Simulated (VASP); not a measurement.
# Be3CdO4 (P-43m) in VASP: relaxation of cell and atoms with PBE

Aim: the relaxation of cell and atoms of Be3CdO4 with PBE.

Program: VASP 6.6.1. These are calculated values, not measurements. Logs are shortened: lines on timing, memory, paths and dates and some standing lists are left out, and cuts for length are marked.

**1. The cell of the first run**

It takes space group P-43m (No. 215, cubic). Conventional cell: a = 4.781 Å, b = 4.781 Å, c = 4.781 Å, α = 90.00°, β = 90.00°, γ = 90.00°. Be (site symmetry -42m) has 4 O at 1.98 Å and 2 Cd at 2.39 Å within 2.6 Å. Cd (site symmetry -43m) has 4 O at 1.73 Å and 6 Be at 2.39 Å within 2.4 Å. O (site symmetry 3m) has 1 Cd at 1.73 Å and 3 Be at 1.98 Å within 2.3 Å.

The cell was generated, and may not be a known phase.

**2. Relaxation of cell and atoms, PBE**

Input file INCAR:

```
PREC = Accurate
ENCUT = 700
EDIFF = 1E-7
ISMEAR = 0
SIGMA = 0.15
LREAL = False
LASPH = True
NELM = 120
ALGO = Normal
ISIF = 3
LWAVE = False
LCHARG = False
GGA = PE
IBRION = 2
NSW = 36
EDIFFG = -0.08
GGA_COMPAT = False
NELMIN = 4
```

Input file KPOINTS:

```
regular mesh
0
Gamma
  3 3 3
```

Input file POSCAR:

```
Be3CdO4
1.0
    4.7814191900      0.0000000000      0.0000000000
    0.0000000000      4.7814191900      0.0000000000
    0.0000000000      0.0000000000      4.7814191900
Be Cd O
3 1 4
Direct
    0.0000000000      0.0000000000      0.5000000000
    0.0000000000      0.5000000000      0.0000000000
    0.5000000000      0.0000000000      0.0000000000
    0.0000000000      0.0000000000      0.0000000000
    0.2090020000      0.2090020000      0.2090020000
    0.2090020000      0.7909980000      0.7909980000
    0.7909980000      0.2090020000      0.7909980000
    0.7909980000      0.7909980000      0.2090020000
```

Potentials or basis: VASP PAW PBE potentials, release 64 (Be, Cd_sv_GW, O).

Command:

```console
$ cat potpaw_PBE.64/Be/POTCAR potpaw_PBE.64/Cd_sv_GW/POTCAR potpaw_PBE.64/O/POTCAR > POTCAR
$ mpirun -np 1 vasp_std > vasp.out
```

OUTCAR:

```text
PREC = Accurate
   ENCUT = 700
   EDIFF = 1E-7
   ISMEAR = 0
   LREAL = False
   LASPH = True
   NELM = 120
   ISIF = 3
   GGA = PE
   IBRION = 2
   NSW = 36
   EDIFFG = -0.08
   NELMIN = 4

 ion  position               nearest neighbor table
   1  0.000  0.000  0.500-   5 1.98   6 1.98   7 1.98   8 1.98   4 2.39   4 2.39
   2  0.000  0.500  0.000-   5 1.98   6 1.98   7 1.98   8 1.98   4 2.39   4 2.39
   3  0.500  0.000  0.000-   5 1.98   6 1.98   7 1.98   8 1.98   4 2.39   4 2.39
   4  0.000  0.000  0.000-   5 1.73   6 1.73   7 1.73   8 1.73   2 2.39   3 2.39   1 2.39   1 2.39
                             2 2.39   3 2.39
   5  0.209  0.209  0.209-   4 1.73   2 1.98   3 1.98   1 1.98
   6  0.209  0.791  0.791-   4 1.73   2 1.98   3 1.98   1 1.98
   7  0.791  0.209  0.791-   4 1.73   2 1.98   3 1.98   1 1.98
   8  0.791  0.791  0.209-   4 1.73   2 1.98   3 1.98   1 1.98

  LATTYP: Found a simple cubic cell.
 ALAT       =     4.7814191900

  Lattice vectors:

 A1 = (   4.7814191900,   0.0000000000,   0.0000000000)
 A2 = (   0.0000000000,   4.7814191900,   0.0000000000)
 A3 = (   0.0000000000,   0.0000000000,   4.7814191900)

Analysis of symmetry for initial positions (statically):
=====================================================================
 Subroutine PRICEL returns:
 Original cell was already a primitive cell.

 Routine SETGRP: Setting up the symmetry group for a
 simple cubic supercell.

 Subroutine GETGRP returns: Found 24 space group operations
 (whereof 24 operations were pure point group operations)
 out of a pool of 48 trial point group operations.

The static configuration has the point symmetry T_d .

Analysis of symmetry for dynamics (positions and initial velocities):
=====================================================================
 Subroutine PRICEL returns:
 Original cell was already a primitive cell.

 Routine SETGRP: Setting up the symmetry group for a
 simple cubic supercell.

 Subroutine GETGRP returns: Found 24 space group operations
 (whereof 24 operations were pure point group operations)
 out of a pool of 48 trial point group operations.

The dynamic configuration has the point symmetry T_d .

 Subroutine INISYM returns: Found 24 space group operations
 (whereof 24 operations are pure point group operations),
 and found     1 'primitive' translations

----------------------------------------------------------------------------------------

                                     Primitive cell

  volume of cell :     109.3127

  direct lattice vectors                    reciprocal lattice vectors
[... 96 lines left out ...]
   IMIX   =      4    mixing-type and parameters
     AMIX     =   0.40;   BMIX     =  1.00
     AMIX_MAG =   1.60;   BMIX_MAG =  1.00
  volume/ion in A,a.u.               =      13.66        92.21
  Fermi-wavevector in a.u.,A,eV,Ry     =   1.261367  2.383637 21.647493  1.591046
  Thomas-Fermi vector in A             =   2.394829
   LORBIT       =      0    0 simple, 1 ext, 2 COOP (PROOUT), +10 PAW based schemes
   GGA     = PE    functional components
   LHFCALC =     F    Hartree Fock is set to
   AEXX    =    0.0000 exact exchange contribution
   IVDW    =     0    specifies the selected vdW correction
   LEPSILON=     F    determine dielectric tensor
   LRPA    =     F    only Hartree local field effects (RPA)
 conjugate gradient relaxation of ions
 non-spin polarized calculation
 Gauss-broadening in eV      SIGMA  =   0.15
  energy-cutoff  :      700.00
  volume of cell :      109.31
 maximum number of plane-waves:      4625
 NGX is ok and might be reduce to    42
   NGX = 21   NGY = 21   NGZ = 21

--------------------------------------- Ionic step        1  -------------------------------------------

 number of electron      50.0000013 magnetization

 Free energy of the ion-electron system (eV)
  ---------------------------------------------------
  ext. energy  EPLUGINS =         0.00000000
  ---------------------------------------------------
  free energy    TOTEN  =       -30.02138678 eV

  energy without entropy =      -30.02113426  energy(sigma->0) =      -30.02126052

------------------------ aborting loop because EDIFF is reached ----------------------------------------

  FORCE on cell =-STRESS in cart. coord.  units (eV):
  Direction    XX          YY          ZZ          XY          YZ          ZX
  --------------------------------------------------------------------------------------
  -------------------------------------------------------------------------------------
  Total       23.8810782     23.8810782     23.8810782      0.0000000      0.0000000      0.0000000
  in kB      350.0209607    350.0209607    350.0209607      0.0000000      0.0000000      0.0000000
  external PRESSURE =     350.0209607 kB  Pullay stress =       0.0000000 kB
[... 107 lines left out ...]
  FREE ENERGIE OF THE ION-ELECTRON SYSTEM (eV)
  ---------------------------------------------------
  free  energy   TOTEN  =       -31.0634220830 eV

  energy  without entropy=      -31.0634218104  energy(sigma->0) =      -31.06342195

 E-fermi :  -0.3875     XC(G=0):  -8.1993

 val. band max:       -1.0653511472   @ k =   0.0000   0.0000   0.0000
 cond. band min:       0.2680270859   @ k =   0.0000   0.0000   0.0000
 fundamental gap:      1.3333782331
 Fermi energy:        -0.3875234574

 k-point     1 :       0.0000    0.0000    0.0000
  band No.  band energies     occupation
      1    -101.8578      2.00000
      2     -62.9255      2.00000
      3     -62.9255      2.00000
      4     -62.9255      2.00000
      5     -16.7023      2.00000
      6     -16.3544      2.00000
[... 121 lines left out ...]
     29       3.2757      0.00000
     30       5.5199      0.00000

[... ionic steps 4 to 8 ...]

--------------------------------------- Ionic step        9  -------------------------------------------

 number of electron      49.9999997 magnetization

------------------------ aborting loop because EDIFF is reached ----------------------------------------
[... 79 lines left out ...]
--------------------------------------- Ionic step       11  -------------------------------------------

 number of electron      49.9999996 magnetization

 Free energy of the ion-electron system (eV)
  ---------------------------------------------------
  ext. energy  EPLUGINS =         0.00000000
  ---------------------------------------------------
  free energy    TOTEN  =       -37.94832366 eV

  energy without entropy =      -37.94832366  energy(sigma->0) =      -37.94832366

 E-fermi :   2.1656     XC(G=0):  -9.7834

 val. band max:        1.4281137229   @ k =   0.0000   0.0000   0.0000
 cond. band min:       3.4301898001   @ k =   0.0000   0.0000   0.0000
 fundamental gap:      2.0020760772
 Fermi energy:         2.1656320083

 k-point     1 :       0.0000    0.0000    0.0000
  band No.  band energies     occupation
      1     -99.9273      2.00000
      2     -61.0408      2.00000
      3     -61.0408      2.00000
      4     -61.0408      2.00000
      5     -15.7836      2.00000
      6     -14.9638      2.00000
[... 156 lines left out ...]
  FREE ENERGIE OF THE ION-ELECTRON SYSTEM (eV)
  ---------------------------------------------------
  free  energy   TOTEN  =       -37.9483236624 eV

  energy  without entropy=      -37.9483236624  energy(sigma->0) =      -37.94832366

 reached required accuracy - stopping structural energy minimisation
```

CONTCAR:

```text
Be3CdO4
   1.00000000000000
     4.5233545711020655   -0.0000000000000000   -0.0000000000000000
    -0.0000000000000000    4.5233545711020655   -0.0000000000000000
    -0.0000000000000000   -0.0000000000000000    4.5233545711020655
  Be              Cd              O
     3     1     4
Direct
     0.0000000000000000    0.0000000000000000    0.5000000000000000
     0.0000000000000000    0.5000000000000000    0.0000000000000000
     0.5000000000000000    0.0000000000000000    0.0000000000000000
     1.0000000000000000    0.0000000000000000    0.0000000000000000
     0.2580689508069428    0.2580689508069428    0.2580689508069428
     0.2580689508069428    0.7419310491930572    0.7419310491930572
     0.7419310491930572    0.2580689508069428    0.7419310491930572
     0.7419310491930572    0.7419310491930572    0.2580689508069428

  0.00000000E+00  0.00000000E+00  0.00000000E+00
  0.00000000E+00  0.00000000E+00  0.00000000E+00
  0.00000000E+00  0.00000000E+00  0.00000000E+00
  0.00000000E+00  0.00000000E+00  0.00000000E+00
  0.00000000E+00  0.00000000E+00  0.00000000E+00
  0.00000000E+00  0.00000000E+00  0.00000000E+00
  0.00000000E+00  0.00000000E+00  0.00000000E+00
  0.00000000E+00  0.00000000E+00  0.00000000E+00
```

Run time: 5.7 min. Hardware: 1 thread of AMD EPYC 7R13 (Zen 3), shared host; peak memory 0.25 GiB.

What came out:

- Free energy: -37.9483 eV
- Relaxed volume: 11.57 Å³/atom
- Relaxed cell: a = 4.523 Å, b = 4.523 Å, c = 4.523 Å, α = 90.00°, β = 90.00°, γ = 90.00°
- Space group after relaxing (to 0.1 Å): P-43m (No. 215)
- Pressure after relaxing: 0.7 GPa
- Band gap on the k mesh: 2.00 eV

Final structure:
```yaml
crystal:
  lattice:
    - [4.52335, 0.00000, 0.00000]
    - [0.00000, 4.52335, 0.00000]
    - [0.00000, 0.00000, 4.52335]
  atoms:
    - { symbol: Be, position: [0.00000, 0.00000, 0.50000] }
    - { symbol: Be, position: [0.00000, 0.50000, 0.00000] }
    - { symbol: Be, position: [0.50000, 0.00000, 0.00000] }
    - { symbol: Cd, position: [0.00000, 0.00000, 0.00000] }
    - { symbol: O, position: [0.25807, 0.25807, 0.25807] }
    - { symbol: O, position: [0.25807, 0.74193, 0.74193] }
    - { symbol: O, position: [0.74193, 0.25807, 0.74193] }
    - { symbol: O, position: [0.74193, 0.74193, 0.25807] }
```

Levels at points of the mesh, in eV from the valence-band top:
```csv
k point,band 21,band 22,band 23,band 24,band 25,band 26,band 27,band 28,band 29,band 30
"(0.00, 0.00, 0.00)",-2.09,-2.09,0.00,0.00,0.00,2.00,5.04,5.04,5.04,8.92
```

Caveat: the k points lie up to 0.46 Å⁻¹ apart in the final cell; the volume moved by over 15 % at a fixed basis, so the end points are rough.
